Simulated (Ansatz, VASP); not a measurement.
## Y: VASP beside Ansatz

```
Y
1.0
     0.00000    2.48500    2.68380
     2.48500    0.00000    2.68380
     2.48500    2.48500    0.00000
Y
1
Direct
  0.00000 0.00000 0.00000
```

Change from the starting cell: strain +0.000 along x and y, +0.080 along z, atoms carried along.

Alike in both runs: task single point; functional PBEsol; k mesh 16 × 16 × 16; occupations gaussian, width 0.15 eV; no spin polarisation.

|  | VASP | Ansatz |
| --- | --- | --- |
| version | VASP 6.6.1 | Ansatz 0.2.0 |
| potentials or method | VASP PAW PBE potentials, release 64 (Y_sv), cutoff 520 eV | scalar-relativistic, plane waves, PAW |
| valence electrons in the cell | 11 | 11 |

VASP gave:

* gap on the k mesh at the Fermi level (eV): none
* pressure (GPa): -2.8
* traceless stress, the component that is largest in VASP (GPa): -1.60

Question: Which values does Ansatz return?

Answer: gap on the k mesh at the Fermi level (eV): none; pressure (GPa): -2.7; traceless stress, the component that is largest in VASP (GPa): -1.59.

VASP's potentials were made for PBE, not for PBEsol. A gap of «none» marks a metal or a gap that the smearing closes. With one functional, cell and mesh, what is left measures potentials, basis and numerics.
